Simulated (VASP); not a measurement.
Wanted: the native input for a VASP 6.6.1 run.

```
Task                   : single point
Functional             : PBE
Potentials or basis    : VASP PAW PBE potentials, release 64 (Mn_pv, Nb_sv, N)
Cutoff                 : 520 eV
k mesh                 : 6 × 6 × 4
Occupations            : gaussian, width 0.1 eV
Spin                   : collinear spin, ferromagnetic start
Starting moments       : [4.0, 0.0, 0.0, 0.0] μB
Dipole correction      : no
Further INCAR settings : ALGO = Normal; EDIFF = 1e-06; NBANDS = 30
```

The structure of MnNbN2 lies in POSCAR:

```
MnNbN2
1.0
    3.2805084900      0.0000000000      0.0000000000
   -1.6402542400      2.8410036900      0.0000000000
    0.0000000000      0.0000000000      5.5846886400
Mn Nb N
1 1 2
Direct
    0.0000000000      0.0000000000      0.0000000000
    0.0000000000      0.0000000000      0.5000000000
    0.0000000000      0.0000000000      0.2381449800
    0.0000000000      0.0000000000      0.7618550200
```

The cell was built from a structure type or drawn by symmetry, and may not be a known phase.

One way to write it, as run:

INCAR

```
SYSTEM = MnNbN2
PREC     = Accurate       ! precision mode
ENCUT    = 520            ! plane-wave cutoff, eV
EDIFF    = 1E-6           ! SCF threshold, eV
ISMEAR   = 0              ! smearing method
SIGMA    = 0.1            ! smearing width, eV
LREAL    = .FALSE.        ! projectors in reciprocal space
LASPH    = .TRUE.         ! aspherical terms in the spheres
NELM     = 150            ! most SCF steps
ALGO     = Normal         ! electronic algorithm
ISIF     = 2              ! what is computed and relaxed
LWAVE    = .FALSE.        ! write WAVECAR
LCHARG   = .FALSE.        ! write CHGCAR
ISPIN    = 2              ! spin polarisation
MAGMOM   = 4 0 0 0        ! initial moments
LORBIT   = 11             ! projections on sites
LMAXMIX  = 4              ! l up to which the mixer works
GGA      = PE             ! functional
NBANDS   = 30             ! bands
```

KPOINTS

```
Automatic mesh
0
G
  6 6 4
  0 0 0
```

Potentials or basis: VASP PAW PBE potentials, release 64 (Mn_pv, Nb_sv, N).

Run with:

```console
$ cat potpaw_PBE.64/Mn_pv/POTCAR potpaw_PBE.64/Nb_sv/POTCAR potpaw_PBE.64/N/POTCAR > POTCAR
$ mpirun -np 1 vasp_std > vasp.out
```

It gave:

| Property | Result |
| --- | --- |
| Pressure | 173.3 GPa |
| Largest force | 7.138 eV/Å |
| Net moment | -1.23 μB per cell |
| Site moments | Mn -1.29; Nb +0.05; N +0.03 μB |
| Valence electrons inside the program's atomic spheres | Mn 13.84; Nb 12.62; N 4.23 |

Caveat: the k points lie up to 0.37 Å⁻¹ apart; atoms lie so close that the PAW spheres overlap strongly, which falsifies energies and pressures; a cell with one magnetic atom can't hold antiferromagnetic order, which such compounds often take; forces of over 1 eV/Å act on the atoms, so gaps and moduli don't describe the material at rest.

Run time: 55 s on 1 thread of Intel(R) Xeon(R) Platinum 8124M CPU @ 3.00GHz (Skylake/Cascade Lake), on a shared host, peak memory 0.21 GiB.
